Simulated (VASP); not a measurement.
**SnO: single point with PBE+D4**

SnO:

```
Sn O
1.0
     3.83601    0.00000    0.00000
     0.00000    3.83601    0.00000
     0.00000    0.00000    4.74169
Sn O
2 2
Cartesian
  1.9180 0.0000 3.5836
  0.0000 1.9180 1.1581
  0.0000 0.0000 0.0000
  1.9180 1.9180 0.0000
```

```yaml
Program: VASP 6.6.1
Task: single point
Functional: PBE
Dispersion: D4
Potentials_or_basis: VASP PAW PBE potentials, release 64 (Sn_d, O_h)
Cutoff: 910 eV
k_mesh: 7 × 7 × 6
Occupations: fermi-dirac, width 0.05 eV
Spin: no spin polarisation
Dipole_correction: no
Further_INCAR_settings: ALGO = Normal; EDIFF = 1e-06; NBANDS = 28
```

* Pressure: 0.0 GPa
* Largest force: 0.069 eV/Å
* Band gap on the k mesh: 0.22 eV (least direct gap 1.95 eV)
* Dispersion energy per atom: -0.274 eV

Forces in eV/Å, atoms in the order of the input:
```
Sn   0.000  0.000 -0.069
Sn   0.000  0.000  0.069
O    0.000  0.000  0.000
O    0.000  0.000  0.000
```

Levels at points of the mesh, in eV from the valence-band top:
| k point | band 18 | band 19 | band 20 | band 21 | band 22 | band 23 |
| --- | --- | --- | --- | --- | --- | --- |
| (0.00, 0.00, 0.00) | -3.05 | -3.05 | 0.00 | 2.18 | 4.52 | 4.52 |
| (0.00, 0.00, 0.50) | -3.07 | -2.97 | -2.07 | 1.73 | 2.81 | 2.81 |

Wall time 3.9 min on 1 thread of Intel(R) Xeon(R) Platinum 8259CL CPU @ 2.50GHz (Skylake/Cascade Lake), with other jobs on the host, peak memory 0.34 GiB.

Caveat: the cutoff is under 1.25 times the usual one of these potentials, so pressure, stress and relaxed cells hold a basis-set (Pulay) error; spin-orbit coupling is left out, which moves the levels of the heavy elements; an odd mesh through Γ misses points on the zone boundary, where band edges can lie.
